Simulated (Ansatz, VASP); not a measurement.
# Mg5O: VASP beside Ansatz

```
CELL_PARAMETERS angstrom
3.07013 0.00000 0.00000
-1.53507 2.65881 0.00000
0.00000 0.00000 15.36260
ATOMIC_POSITIONS crystal
Mg 0.66667 0.33333 0.16976
Mg 0.00000 0.00000 0.33337
Mg 0.66667 0.33333 0.50000
Mg 0.00000 0.00000 0.66663
Mg 0.66667 0.33333 0.83024
O 0.00000 0.00000 0.00000
```

Change from the starting cell: species swapped into the Li5Mg type (P-6m2, No. 187).

Alike in both runs: task relaxation of cell and atoms; functional PBE; k mesh 6 × 6 × 1; occupations gaussian, width 0.1 eV; collinear spin.

|  | VASP | Ansatz |
| --- | --- | --- |
| version | VASP 6.6.1 | Ansatz 0.2.0 |
| potentials or method | VASP PAW PBE potentials, release 64 (Mg, O), cutoff 600 eV | scalar-relativistic, plane waves, PAW |
| valence electrons in the cell | 16 | 56 |

```csv
,VASP,Ansatz,Ansatz less VASP
"gap on the k mesh at the Fermi level, each at its own relaxed structure (eV)",none,none,-
net moment per atom (μB),0.00,0.00,0.000
relaxed volume (Å³/atom),18.24,18.38,+0.140
relaxed cell length with the largest relative difference (Å),13.229,13.269,+0.0396
```

A gap of «none» marks a metal or a gap that the smearing closes. VASP's potentials hold 16 valence electrons a cell and Ansatz's 56, so a difference there can come from the potentials and not from the codes. Ansatz's warnings: seeded moment not kept.

The k mesh is coarse, so the values compare programs but aren't converged.
